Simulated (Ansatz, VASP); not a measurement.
# Si in VASP and in Ansatz

```
Si
1.0
     0.00000    5.43000    5.43000
     5.43000    0.00000    5.43000
     5.43000    5.43000    0.00000
Si
17
Direct
  0.00050 0.00085 0.99977
  0.12507 0.12504 0.12488
  0.00043 0.00081 0.49876
  0.12192 0.12261 0.62763
  0.00077 0.49888 0.00002
  0.12224 0.62850 0.12119
  0.99384 0.50278 0.50155
  0.12224 0.62845 0.62778
  0.49894 0.00097 0.99990
  0.62819 0.12282 0.12104
  0.50197 0.99538 0.50117
  0.62815 0.12279 0.62768
  0.50250 0.50299 0.99249
  0.62855 0.62869 0.12121
  0.50248 0.50297 0.50175
  0.62521 0.62672 0.62389
  0.37525 0.37683 0.37378
```

Alike in both runs: functional PBE; k mesh 2 × 2 × 2; occupations gaussian, width 0.02 eV; no spin polarisation.

Ansatz relaxed the structure, and its values are those at the end. VASP's run is a single point on that final structure, the one shown.

```csv
,VASP,Ansatz
version,VASP 6.6.1,Ansatz 0.2.0
potentials or method,"VASP PAW PBE potentials, release 64 (Si), cutoff 520 eV","scalar-relativistic, plane waves, PAW"
valence electrons in the cell,68,68
```

```tsv
	VASP	Ansatz	Ansatz less VASP
rms of the force components (eV/Å)	0.011	0.011	0.0000
```

The k mesh is coarse, so the values compare programs but aren't converged.
